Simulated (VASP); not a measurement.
Here is a VASP 6.6.1 calculation.

INCAR

```
PREC = Accurate
ENCUT = 750
EDIFF = 1E-6
ISMEAR = 0
SIGMA = 0.05
LREAL = False
LASPH = True
NELM = 120
ALGO = Normal
ISIF = 2
LWAVE = False
LCHARG = True
GGA = PS
LELF = True
LVHAR = True
NBANDS = 13
GGA_COMPAT = False
```

File KPOINTS:

```
Automatic mesh
0
Gamma
  8 8 8
```

The input POSCAR:

```
Li2S
1.0
    0.0000000000      2.8540007422      2.8540007422
    2.8540007422      0.0000000000      2.8540007422
    2.8540007422      2.8540007422      0.0000000000
Li S
2 1
Direct
    0.2500000000      0.2500000000      0.2500000000
    0.7500000000      0.7500000000      0.7500000000
    0.0000000000      0.0000000000      0.0000000000
```

Potentials or basis: VASP PAW PBE potentials, release 64 (Li_sv, S).

The run is started by

```sh
$ cat potpaw_PBE.64/Li_sv/POTCAR potpaw_PBE.64/S/POTCAR > POTCAR
$ mpirun -np 1 vasp_std > vasp.out
```

Predict the band gap on the k mesh.

3.22 eV (least direct gap 4.07 eV).

What does it give for the pressure?

-1.2 GPa.

Caveat: the PAW data sets were made with another functional, which shifts forces and pressure a little. A k mesh can miss the band edges.
